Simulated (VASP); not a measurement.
Ba: single point with PBE

Crystal: Ba.

```
CELL_PARAMETERS angstrom
-2.20940 2.20940 2.20940
2.20940 -2.20940 2.20940
2.20940 2.20940 -2.20940
ATOMIC_POSITIONS crystal
Ba 0.00000 0.00000 0.00000
```

This cell differs from its parent crystal: volume scaled by 0.68.

```
Program             : VASP 6.6.1
Task                : single point
Functional          : PBE
Potentials or basis : VASP PAW PBE potentials, release 64 (Ba_sv)
Cutoff              : 520 eV
k mesh              : 11 × 11 × 11
Occupations         : fermi-dirac, width 0.08 eV
Spin                : no spin polarisation
```

The pressure is 6.0 GPa and the band gap on the k mesh is zero (band 5 reaches 3.80 eV, above the bottom of band 6 at 2.00 eV).

Levels at points of the mesh, in eV from the Fermi level:
| k point | band 2 | band 3 | band 4 | band 5 | band 6 | band 7 | band 8 | band 9 |
| --- | --- | --- | --- | --- | --- | --- | --- | --- |
| (0.00, 0.00, 0.00) | -12.96 | -12.96 | -12.96 | -2.74 | 2.21 | 2.21 | 2.21 | 4.20 |

Run time: 16 s on 1 thread of AMD EPYC 7R43 64-Core Processor (Zen 3), on a shared host, peak memory 0.14 GiB.

Caveat: spin-orbit coupling is left out, which moves the levels of the heavy elements.
